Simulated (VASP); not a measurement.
Wanted: the native input for a VASP 6.6.1 run.

* Task: single point
* Functional: PBE
* Potentials or basis: VASP PAW PBE potentials, release 64 (Li_sv, Si, N)
* Cutoff: 520 eV
* k mesh: 4 × 4 × 6
* Occupations: gaussian, width 0.1 eV
* Spin: no spin polarisation
* Dipole correction: no
* Further INCAR settings: ALGO = Normal; EDIFF = 1e-06; NBANDS = 22

The structure of LiSi3N2 lies in POSCAR:

```
LiSi3N2
1.0
    4.9244273500     -2.1441890300      0.0000000000
    4.9244273500      2.1441890300      0.0000000000
   -0.6415761000      0.0000000000      3.1994268500
Li Si N
1 3 2
Direct
    0.0000000000      0.0000000000      0.0000000000
    0.1466539100      0.1466539100      0.5891583600
    0.5000000000      0.5000000000      0.0000000000
    0.8533460900      0.8533460900      0.4108416400
    0.3357770700      0.3357770700      0.4213784600
    0.6642229300      0.6642229300      0.5786215400
```

The cell was generated, and may not be a known phase.

The input as run:

INCAR

```
SYSTEM = LiSi3N2
  ALGO = Normal
  EDIFF = 1E-6
  ENCUT = 520
  GGA = PE
  ISIF = 2
  ISMEAR = 0
  LASPH = .True.
  LCHARG = .False.
  LREAL = .False.
  LWAVE = .False.
  NBANDS = 22
  NELM = 80
  PREC = Accurate
  SIGMA = 0.1
```

KPOINTS

```
k-points
0
Gamma
  4 4 6
  0 0 0
```

Potentials or basis: VASP PAW PBE potentials, release 64 (Li_sv, Si, N).

Launch:

```console
$ cat potpaw_PBE.64/Li_sv/POTCAR potpaw_PBE.64/Si/POTCAR potpaw_PBE.64/N/POTCAR > POTCAR
$ mpirun -np 1 vasp_std > vasp.out
```

It gave:

```
Largest force          : 3.359 eV/Å
Band gap on the k mesh : zero (an odd number of electrons rules out a gap without spin polarisation)
```

Caveat: the k points lie up to 0.40 Å⁻¹ apart, too coarse for converged energies and pressures of a metal; an odd number of electrons without spin polarisation forces a metal; a magnetic or distorted state may lie lower.

Run time: 64 s on 1 thread of Oxide Virtual Turin-like Processor, on a shared host, peak memory 0.17 GiB.
